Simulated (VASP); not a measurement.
# CoPdO2 (R-3m) in VASP: further runs, part 2 of 3

VASP 6.6.1.

**3. Single point, PBE+U (equal strain along all axes, cell held: +2.0 %, then relaxed in part)**

Contents of INCAR:

```
SYSTEM = CoPdO2
PREC = Accurate
ENCUT = 520
EDIFF = 1E-7
ISMEAR = 0
SIGMA = 0.1
LREAL = .False.
LASPH = .True.
NELM = 150
ALGO = Normal
ISIF = 2
LWAVE = .False.
LCHARG = .True.
LMAXMIX = 4
LDAU = .True.
LDAUTYPE = 2
LDAUL = 2 -1 -1
LDAUU = 3.32 0 0
LDAUJ = 0 0 0
LDAUPRINT = 1
GGA = PE
LELF = .True.
LVHAR = .True.
NBANDS = 58
```

Contents of KPOINTS:

```
regular mesh
0
Gamma
  12 12 2
  0 0 0
```

Contents of POSCAR:

```
CoPdO2
1.0
    2.9234939757      0.0000000000      0.0000000000
   -1.4617469879      2.5318200508      0.0000000000
    0.0000000000      0.0000000000     18.1899256766
Co Pd O
3 3 6
Direct
    0.6666666667      0.3333333333      0.8333333333
    0.3333333333      0.6666666667      0.1666666667
    0.0000000000      0.0000000000      0.5000000000
    0.0000000000      0.0000000000      0.0000000000
    0.6666666667      0.3333333333      0.3333333333
    0.3333333333      0.6666666667      0.6666666667
    0.3333333333      0.6666666667      0.7794388238
    0.0000000000      0.0000000000      0.8872278428
    0.0000000000      0.0000000000      0.1127721572
    0.6666666667      0.3333333333      0.2205611762
    0.6666666667      0.3333333333      0.4461054905
    0.3333333333      0.6666666667      0.5538945095
```

Potentials or basis: VASP PAW PBE potentials, release 64 (Co, Pd, O).

On the command line:

```bash
cat potpaw_PBE.64/Co/POTCAR potpaw_PBE.64/Pd/POTCAR potpaw_PBE.64/O/POTCAR > POTCAR
mpirun -np 1 vasp_std > vasp.out
```

OUTCAR:

```text
SYSTEM = CoPdO2
   PREC = Accurate
   ENCUT = 520
   EDIFF = 1E-7
   ISMEAR = 0
   LREAL = .False.
   LASPH = .True.
   NELM = 150
   ISIF = 2
   GGA = PE

 ion  position               nearest neighbor table
   1  0.667  0.333  0.833-   7 1.95   8 1.95   7 1.95   8 1.95   8 1.95   7 1.95
   2  0.333  0.667  0.167-  10 1.95   9 1.95  10 1.95   9 1.95   9 1.95  10 1.95
   3  0.000  0.000  0.500-  11 1.95  12 1.95  11 1.95  12 1.95  11 1.95  12 1.95
   4  0.000  0.000  0.000-   8 2.05   9 2.05
   5  0.667  0.333  0.333-  10 2.05  11 2.05
   6  0.333  0.667  0.667-   7 2.05  12 2.05
   7  0.333  0.667  0.779-   1 1.95   1 1.95   1 1.95   6 2.05
   8  0.000  0.000  0.887-   1 1.95   1 1.95   1 1.95   4 2.05
   9  0.000  0.000  0.113-   2 1.95   2 1.95   2 1.95   4 2.05
  10  0.667  0.333  0.221-   2 1.95   2 1.95   2 1.95   5 2.05
  11  0.667  0.333  0.446-   3 1.95   3 1.95   3 1.95   5 2.05
  12  0.333  0.667  0.554-   3 1.95   3 1.95   3 1.95   6 2.05

  LATTYP: Found a hexagonal cell.
 ALAT       =     2.9234939757
 C/A-ratio  =     6.2219815836

  Lattice vectors:

 A1 = (   2.9234939757,   0.0000000000,   0.0000000000)
 A2 = (  -1.4617469879,   2.5318200508,   0.0000000000)
 A3 = (   0.0000000000,   0.0000000000,  18.1899256766)

Analysis of symmetry for initial positions (statically):
=====================================================================
 Subroutine PRICEL returns following result:

  LATTYP: Found a trigonal (rhomboedric) cell.
 ALAT       =     6.2938580938
 COS(alpha) =     0.8921201043

  Lattice vectors:

 A1 = (   1.4617469882,  -0.8439400171,  -6.0633085601)
 A2 = (  -1.4617469884,  -0.8439400166,  -6.0633085564)
 A3 = (   0.0000000003,   1.6878800337,  -6.0633085601)

   3 primitive cells build up your supercell.

 Routine SETGRP: Setting up the symmetry group for a
 hexagonal supercell.

 Subroutine GETGRP returns: Found 12 space group operations
 (whereof 12 operations were pure point group operations)
 out of a pool of 24 trial point group operations.

The static configuration has the point symmetry D_3d.

Analysis of symmetry for dynamics (positions and initial velocities):
=====================================================================
 Subroutine PRICEL returns following result:

  LATTYP: Found a trigonal (rhomboedric) cell.
 ALAT       =     6.2938580938
 COS(alpha) =     0.8921201043

  Lattice vectors:

 A1 = (   1.4617469882,  -0.8439400171,  -6.0633085601)
 A2 = (  -1.4617469884,  -0.8439400166,  -6.0633085564)
 A3 = (   0.0000000003,   1.6878800337,  -6.0633085601)

   3 primitive cells build up your supercell.
[... 125 lines left out ...]
   EMIN   =  10.00;   EMAX   =-10.00  energy-range for DOS
   EFERMI =   0.00;   METHOD = LEGACY
   ISMEAR =     0;   SIGMA  =   0.10  broadening in eV -4-tet -1-fermi 0-gaus
   EFERMI_NEDOS =   21; number of points for ismear=-14 and -15
   IALGO  =     38    algorithm
   IMIX   =      4    mixing-type and parameters
     AMIX     =   0.40;   BMIX     =  1.00
     AMIX_MAG =   1.60;   BMIX_MAG =  1.00
  volume/ion in A,a.u.               =      11.22        75.71
  Fermi-wavevector in a.u.,A,eV,Ry     =   1.447151  2.734719 28.493944  2.094246
  Thomas-Fermi vector in A             =   2.565138
   LORBIT       =      0    0 simple, 1 ext, 2 COOP (PROOUT), +10 PAW based schemes
 LDA+U is selected, type is set to LDAUTYPE =  2
   angular momentum for each species LDAUL =     2   -1   -1
   U (eV)           for each species LDAUU =   3.3  0.0  0.0
   J (eV)           for each species LDAUJ =   0.0  0.0  0.0
   GGA     = PE    functional components
   LHFCALC =     F    Hartree Fock is set to
   AEXX    =    0.0000 exact exchange contribution
   IVDW    =     0    specifies the selected vdW correction
   LEPSILON=     F    determine dielectric tensor
   LRPA    =     F    only Hartree local field effects (RPA)
 non-spin polarized calculation
 Gauss-broadening in eV      SIGMA  =   0.10
  energy-cutoff  :      520.00
  volume of cell :      134.64
 maximum number of plane-waves:      3716
 NGX is ok and might be reduce to    24
   NGX = 11   NGY = 11   NGZ = 67

atom =   1  type =  1  l = 2

 onsite density matrix

spin component  1
[... 83 lines left out ...]
  o =  0.3792  v = -0.5135  0.3849  0.0000  0.7155 -0.2762  0.0000  0.0000  0.0000  0.0000  0.0000      0.0000  0.0000  0.0000  0.0000  0.0000  0.0000  0.0000  0.0000  0.0000  0.0000
  o =  0.3792  v =  0.0000  0.0000  0.0000  0.0000  0.0000 -0.5135  0.3849  0.0000  0.7155 -0.2762      0.0000  0.0000  0.0000  0.0000  0.0000  0.0000  0.0000  0.0000  0.0000  0.0000
  o =  0.3792  v = -0.2762 -0.7155 -0.0000  0.3849  0.5135  0.0000  0.0000  0.0000  0.0000  0.0000      0.0000  0.0000  0.0000  0.0000  0.0000  0.0000  0.0000  0.0000  0.0000  0.0000
  o =  0.3792  v =  0.0000  0.0000  0.0000  0.0000  0.0000 -0.2762 -0.7155 -0.0000  0.3849  0.5135      0.0000  0.0000  0.0000  0.0000  0.0000  0.0000  0.0000  0.0000  0.0000  0.0000
  o =  0.9620  v =  0.0000  0.0000  0.0000  0.0000  0.0000  0.7155  0.2762 -0.0000  0.5135  0.3848      0.0000  0.0000  0.0000  0.0000  0.0000  0.0000  0.0000  0.0000  0.0000  0.0000
  o =  0.9620  v =  0.7155  0.2762 -0.0000  0.5135  0.3848  0.0000  0.0000  0.0000  0.0000  0.0000      0.0000  0.0000  0.0000  0.0000  0.0000  0.0000  0.0000  0.0000  0.0000  0.0000
  o =  0.9620  v =  0.0000  0.0000  0.0000  0.0000  0.0000 -0.3848  0.5135 -0.0000 -0.2762  0.7155      0.0000  0.0000  0.0000  0.0000  0.0000  0.0000  0.0000  0.0000  0.0000  0.0000
  o =  0.9620  v = -0.3848  0.5135 -0.0000 -0.2762  0.7155  0.0000  0.0000  0.0000  0.0000  0.0000      0.0000  0.0000  0.0000  0.0000  0.0000  0.0000  0.0000  0.0000  0.0000  0.0000
  o =  0.9643  v =  0.0000  0.0000  1.0000  0.0000  0.0000  0.0000  0.0000  0.0000  0.0000  0.0000      0.0000  0.0000  0.0000  0.0000  0.0000  0.0000  0.0000  0.0000  0.0000  0.0000
  o =  0.9643  v =  0.0000  0.0000  0.0000  0.0000  0.0000  0.0000  0.0000  1.0000  0.0000  0.0000      0.0000  0.0000  0.0000  0.0000  0.0000  0.0000  0.0000  0.0000  0.0000  0.0000

 number of electron      92.9999978 magnetization

 Free energy of the ion-electron system (eV)
  ---------------------------------------------------
  ext. energy  EPLUGINS =         0.00000000
  ---------------------------------------------------
  free energy    TOTEN  =       -70.24081837 eV

  energy without entropy =      -70.21616403  energy(sigma->0) =      -70.22849120

 E-fermi :   6.5335     XC(G=0): -11.9491

 val. band max:        6.5279818150   @ k =   0.3333   0.0833   0.0000
 cond. band min:       6.5455387944   @ k =   0.2500   0.1667   0.5000
 fundamental gap:      0.0175569794
 Fermi energy:         6.5334751190

 k-point     1 :       0.0000    0.0000    0.0000
  band No.  band energies     occupation
      1     -13.5154      2.00000
      2     -13.4231      2.00000
      3     -13.4231      2.00000
      4     -12.0087      2.00000
      5     -12.0087      2.00000
      6     -11.8615      2.00000
[... 1453 lines left out ...]
     57      10.4310      0.00000
     58      15.3843      0.00000

 [... further k-points ...]

------------------------ aborting loop because EDIFF is reached ----------------------------------------

  FORCE on cell =-STRESS in cart. coord.  units (eV):
  Direction    XX          YY          ZZ          XY          YZ          ZX
  --------------------------------------------------------------------------------------
  -------------------------------------------------------------------------------------
  Total       -8.5709726     -8.5709726    -11.3874487      0.0000000      0.0000000     -0.0000000
  in kB     -101.9940238   -101.9940238   -135.5099088      0.0000000      0.0000000     -0.0000000
  external PRESSURE =    -113.1659855 kB  Pullay stress =       0.0000000 kB

 VOLUME and BASIS-vectors are now :
 -----------------------------------------------------------------------------
  energy-cutoff  :      520.00
  volume of cell :      134.64
      direct lattice vectors                 reciprocal lattice vectors
     2.923493976  0.000000000  0.000000000     0.342056460  0.197486389  0.000000000
    -1.461746988  2.531820051  0.000000000     0.000000000  0.394972778  0.000000000
     0.000000000  0.000000000 18.189925677     0.000000000  0.000000000  0.054975486

 POSITION                                       TOTAL-FORCE (eV/Angst)
 -----------------------------------------------------------------------------------
      1.46175      0.84394     15.15827         0.000000     -0.000000     -0.000000
     -0.00000      1.68788      3.03165         0.000000     -0.000000      0.000000
      0.00000      0.00000      9.09496         0.000000     -0.000000      0.000000
      0.00000      0.00000      0.00000         0.000000     -0.000000      0.000000
      1.46175      0.84394      6.06331         0.000000     -0.000000     -0.000000
     -0.00000      1.68788     12.12662         0.000000     -0.000000      0.000000
     -0.00000      1.68788     14.17793        -0.000000      0.000000      0.044254
      0.00000      0.00000     16.13861         0.000000     -0.000000     -0.044254
      0.00000      0.00000      2.05132        -0.000000      0.000000      0.044254
      1.46175      0.84394      4.01199         0.000000     -0.000000     -0.044254
      1.46175      0.84394      8.11463        -0.000000      0.000000      0.044254
     -0.00000      1.68788     10.07530         0.000000     -0.000000     -0.044254
 -----------------------------------------------------------------------------------
    total drift:                                0.000000      0.000000      0.000000

  FREE ENERGIE OF THE ION-ELECTRON SYSTEM (eV)
  ---------------------------------------------------
  free  energy   TOTEN  =       -70.2408183709 eV

  energy  without entropy=      -70.2161640343  energy(sigma->0) =      -70.22849120
```

It took 14 min on 1 thread of Intel Xeon Platinum 8259CL at 2.50GHz (Skylake/Cascade Lake), shared host; peak memory 0.43 GiB.

What came out:

```
Free energy            : -70.2408 eV
Pressure               : -11.3 GPa
Largest force          : 0.044 eV/Å
Band gap on the k mesh : zero (an odd number of electrons rules out a gap without spin polarisation)
```

Forces on the atoms (eV/Å):
```
Co   0.000  0.000  0.000
Co   0.000  0.000  0.000
Co   0.000  0.000  0.000
Pd   0.000  0.000  0.000
Pd   0.000  0.000  0.000
Pd   0.000  0.000  0.000
O    0.000  0.000  0.044
O    0.000  0.000 -0.044
O    0.000  0.000  0.044
O    0.000  0.000 -0.044
O    0.000  0.000  0.044
O    0.000  0.000 -0.044
```

Stress tensor (GPa, compression positive):
```
-10.20   0.00   0.00
  0.00 -10.20   0.00
  0.00   0.00 -13.55
```

Levels at points of the mesh, in eV from the Fermi level:
| k point | band 44 | band 45 | band 46 | band 47 | band 48 | band 49 | band 50 | band 51 |
| --- | --- | --- | --- | --- | --- | --- | --- | --- |
| (0.00, 0.00, 0.00) | -1.39 | -0.84 | -0.84 | -0.84 | -0.84 | 2.00 | 2.00 | 2.00 |
| (0.50, 0.00, 0.00) | -0.40 | -0.40 | 0.17 | 0.50 | 0.50 | 1.61 | 1.61 | 1.93 |
| (0.00, 0.00, 0.50) | -1.17 | -1.17 | -1.17 | -0.69 | -0.69 | 1.93 | 1.93 | 2.11 |
| (0.50, 0.00, 0.50) | -0.40 | -0.40 | 0.26 | 0.26 | 0.66 | 1.44 | 1.86 | 1.86 |

Eigenvalues of the final occupation matrices:
| site | spin | trace | eigenvalues |
| --- | --- | --- | --- |
| site 1 d | 1 | 3.65 | 0.38 0.38 0.96 0.96 0.96 |
| site 1 d | 2 | 3.65 | 0.38 0.38 0.96 0.96 0.96 |
| site 2 d | 1 | 3.65 | 0.38 0.38 0.96 0.96 0.96 |
| site 2 d | 2 | 3.65 | 0.38 0.38 0.96 0.96 0.96 |
| site 3 d | 1 | 3.65 | 0.38 0.38 0.96 0.96 0.96 |
| site 3 d | 2 | 3.65 | 0.38 0.38 0.96 0.96 0.96 |

Caveat: the cell differs from its parent crystal (equal strain along all axes, cell held: +2.0 %, then relaxed in part); the cell stands under tension; an odd number of electrons without spin polarisation forces a metal; a magnetic or distorted state may lie lower; the run has no spin polarisation, though such a crystal can be magnetic; U without spin polarisation on a metal has little footing. Spin polarisation is off, so any magnetic state and its effect on volume and gap are missing.

(Continued in part 3 of 3.)

The gap in the log of VASP goes by the Fermi energy; the results here count the filled bands.